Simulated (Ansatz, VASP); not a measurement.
Two plane-wave programs on TePb

File INCAR:

```
SYSTEM = TePb
  PREC = Accurate
  ENCUT = 520
  EDIFF = 1E-6
  ISMEAR = -1
  SIGMA = 0.02
  LREAL = .False.
  LASPH = .True.
  NELM = 100
  ALGO = Normal
  ISIF = 2
  LWAVE = .False.
  LCHARG = .True.
  GGA = PS
  LELF = .True.
  LVHAR = .True.
  NBANDS = 28
```

KPOINTS

```
Automatic mesh
0
Gamma
  6 6 2
  0 0 0
```

Contents of POSCAR:

```
TePb
1.0
    4.5439515437      0.0000000000      0.0000000000
   -2.2719757718      3.9351774704      0.0000000000
    0.0000000000      0.0000000000      7.9257636037
Pb Te
2 2
Direct
    0.0000000000      0.0000000000      0.0000000000
    0.0000000000      0.0000000000      0.5000000000
    0.3333333333      0.6666666667      0.2500000000
    0.6666666667      0.3333333333      0.7500000000
```

Input for Ansatz:

```yaml
crystal:
  lattice:
    - [4.5439515437, 0.0, 0.0]
    - [-2.2719757718, 3.9351774704, 0.0]
    - [0.0, 0.0, 7.9257636037]
  atoms:
    - { symbol: Pb, position: [0.0, 0.0, 0.0] }
    - { symbol: Pb, position: [0.0, 0.0, 0.5] }
    - { symbol: Te, position: [0.3333333333, 0.6666666667, 0.25] }
    - { symbol: Te, position: [0.6666666667, 0.3333333333, 0.75] }
kpoints:
  mp_grid: { grid: [6, 6, 2] }
hamiltonian:
  xc: pbesol
scf:
  occupations: { method: fermi_dirac, width: 0.02 }
  n_extra_bands: 5
  max_iter: 56
output:
  forces: true
  stress: true
  eigenvalues: true
basis:
  ecutrho_ratio: 8
```

Alike in both runs: task single point; functional PBEsol; k mesh 6 × 6 × 2; occupations fermi-dirac, width 0.02 eV; no spin polarisation.

```csv
,VASP,Ansatz
version,VASP 6.6.1,Ansatz 0.2.0
potentials or method,"VASP PAW PBE potentials, release 64 (Pb_d, Te)",plane waves
plane-wave cutoff (eV),520,420
valence electrons in the cell,40,60
```

|  | VASP | Ansatz | Ansatz less VASP |
| --- | --- | --- | --- |
| pressure (GPa) | -1.6 | -1.6 | +0.02 |
| traceless stress, the component that is largest in VASP (GPa) | -0.52 | -0.52 | 0.000 |

VASP's potentials were made for PBE, not for PBEsol. VASP's potentials hold 40 valence electrons a cell and Ansatz's 60, so a difference there can come from the potentials and not from the codes.

The k mesh is coarse, so the values compare programs but aren't converged. Neither program's run includes spin-orbit coupling.
